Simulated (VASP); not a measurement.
## CoPtO2: single point with PBEsol

Crystal: CoPtO2.

```
Co Pt O
1.0
     1.40509    0.81123    5.89887
    -1.40509    0.81123    5.89887
     0.00000   -1.62246    5.89887
Co Pt O
1 1 2
Direct
  0.50000 0.50000 0.50000
  0.00000 0.00000 0.00000
  0.88776 0.88776 0.88776
  0.11224 0.11224 0.11224
```

- Program: VASP 6.6.1
- Task: single point
- Functional: PBEsol
- Potentials or basis: VASP PAW PBE potentials, release 64 (Co, Pt, O)
- Cutoff: 520 eV
- k mesh: 18 × 18 × 18
- Occupations: gaussian, width 0.1 eV
- Spin: no spin polarisation

```
Pressure               : 0.2 GPa
Largest force          : 0.007 eV/Å
Band gap on the k mesh : zero (an odd number of electrons rules out a gap without spin polarisation)
```

Forces in eV/Å, atoms in the order of the input:
```
Co   0.000  0.000  0.000
Pt   0.000  0.000  0.000
O    0.000  0.000 -0.007
O    0.000  0.000  0.007
```

Stress tensor (GPa, compression positive):
```
-0.09  0.00  0.00
 0.00 -0.09  0.00
 0.00  0.00  0.66
```

Levels at points of the mesh, in eV from the Fermi level:
```csv
k point,band 13,band 14,band 15,band 16,band 17,band 18,band 19,band 20
"(0.00, 0.00, 0.00)",-1.94,-1.64,-1.64,-1.50,1.90,1.90,2.87,5.42
"(0.50, 0.00, 0.00)",-1.21,-0.96,0.08,1.04,1.31,1.36,2.43,7.19
"(0.50, 0.50, 0.00)",-1.20,-1.00,0.08,0.17,1.77,2.28,2.43,7.90
"(0.50, 0.50, 0.50)",-1.87,-0.83,-0.71,-0.71,1.43,1.43,4.08,4.46
```

Run time: 40 min on 1 thread of Intel(R) Xeon(R) Platinum 8488C (Sapphire Rapids), on a shared host, peak memory 0.79 GiB.

Caveat: the PAW data sets were made with another functional, which shifts forces and pressure a little; spin-orbit coupling is left out, which moves the levels of the heavy elements; an odd number of electrons without spin polarisation forces a metal; a magnetic or distorted state may lie lower; the run has no spin polarisation, though such a crystal can be magnetic; semilocal functionals often make such compounds metallic where correlation or magnetic order opens a gap, which also shifts bond lengths. Spin polarisation is off, so any magnetic state and its effect on volume and gap are missing.
